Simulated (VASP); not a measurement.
# Al3GaN4: single point with r2SCAN

The system is Al3GaN4.

```xyz
8
Lattice="4.4012 0.0000 0.0000 0.0000 4.4012 0.0000 0.0000 0.0000 4.4012" Properties=species:S:1:pos:R:3 pbc="T T T"
Al    2.2006    2.2006    0.0000
Al    2.2006    0.0000    2.2006
Al    0.0000    2.2006    2.2006
Ga    0.0000    0.0000    0.0000
N     3.2765    3.2765    1.1247
N     3.2765    1.1247    3.2765
N     1.1247    3.2765    3.2765
N     1.1247    1.1247    1.1247
```

```
Program             : VASP 6.6.1
Task                : single point
Functional          : r2SCAN
Potentials or basis : VASP PAW PBE potentials, release 64 (Al, Ga_d, N)
Cutoff              : 520 eV
k mesh              : 6 × 6 × 6
Occupations         : gaussian, width 0.02 eV
Spin                : no spin polarisation
```

| Item | Value |
| --- | --- |
| Pressure | 0.0 GPa |
| Largest force | 0.076 eV/Å |
| Band gap on the k mesh | 4.00 eV, direct |

Forces in eV/Å, atoms in the order of the input:
```
Al   0.000  0.000  0.000
Al   0.000  0.000  0.000
Al   0.000  0.000  0.000
Ga   0.000  0.000  0.000
N   -0.044 -0.044  0.044
N   -0.044  0.044 -0.044
N    0.044 -0.044 -0.044
N    0.044  0.044  0.044
```

Levels at points of the mesh, in eV from the valence-band top:
| k point | band 18 | band 19 | band 20 | band 21 | band 22 | band 23 | band 24 | band 25 |
| --- | --- | --- | --- | --- | --- | --- | --- | --- |
| (0.00, 0.00, 0.00) | -2.03 | 0.00 | 0.00 | 0.00 | 4.00 | 4.00 | 4.00 | 4.11 |
| (0.50, 0.00, 0.00) | -1.26 | -1.26 | -0.95 | -0.95 | 6.27 | 6.31 | 6.78 | 6.78 |
| (0.50, 0.50, 0.00) | -0.88 | -0.58 | -0.53 | -0.53 | 8.04 | 8.30 | 8.30 | 8.55 |
| (0.50, 0.50, 0.50) | -0.63 | -0.36 | -0.36 | -0.36 | 6.19 | 7.80 | 7.80 | 7.80 |

Wall time 2.7 min on 1 thread of Intel(R) Xeon(R) Platinum 8259CL CPU @ 2.50GHz (Skylake/Cascade Lake) (shared host), peak memory 0.24 GiB.

Caveat: the PAW data sets were made with another functional, which shifts forces and pressure a little. r2SCAN opens gaps a little over a GGA but as a rule still falls short of measured ones.
